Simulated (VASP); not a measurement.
A run of VASP 6.6.1 is set up as follows.

File POSCAR:

```
SbPt
1.0
    4.1820371066      0.0000000000      0.0000000000
   -2.0910185533      3.6217503739      0.0000000000
    0.0000000000      0.0000000000      5.5193592872
Sb Pt
2 2
Direct
    0.3333333333      0.6666666667      0.2500000000
    0.6666666667      0.3333333333      0.7500000000
    0.0000000000      0.0000000000      0.0000000000
    0.0000000000      0.0000000000      0.5000000000
```

INCAR.step1

```
SYSTEM = SbPt
ALGO = Normal ; EDIFF = 1E-4
ENCUT = 520 ; GGA = PE
ISMEAR = 0 ; LASPH = .TRUE.
LCHARG = .FALSE. ; LREAL = .FALSE.
LWAVE = .TRUE. ; NBANDS = 23
NELM = 80 ; PREC = Accurate
SIGMA = 0.1
```

File INCAR.step2:

```
SYSTEM = SbPt
ALGO = Normal ; EDIFF = 1E-6
ENCUT = 520 ; ISIF = 2
ISMEAR = 0 ; ISTART = 1
LASPH = .TRUE. ; LCHARG = .FALSE.
LMIXTAU = .TRUE. ; LREAL = .FALSE.
LWAVE = .FALSE. ; METAGGA = R2SCAN
NBANDS = 23 ; NELM = 80
PREC = Accurate ; SIGMA = 0.1
```

KPOINTS

```
k-points
0
G
  12 12 8
  0 0 0
```

Potentials or basis: VASP PAW PBE potentials, release 64 (Sb, Pt).

Launch:

```console
$ cat potpaw_PBE.64/Sb/POTCAR potpaw_PBE.64/Pt/POTCAR > POTCAR
$ cp INCAR.step1 INCAR
$ mpirun -np 1 vasp_std > vasp.out
$ cp INCAR.step2 INCAR
$ mpirun -np 1 vasp_std > vasp.out
```

Question: What does it give for the pressure?

Answer: -0.1 GPa.

Question: Predict the band gap on the k mesh.

Answer: Zero (bands 15 and 16 overlap by 4.22 eV).

Stress tensor (GPa, compression positive):
```
-0.13  0.00  0.00
 0.00 -0.13  0.00
 0.00  0.00 -0.05
```

Caveat: the PAW data sets were made with another functional, which shifts forces and pressure a little; spin-orbit coupling is left out, which moves the levels of the heavy elements.
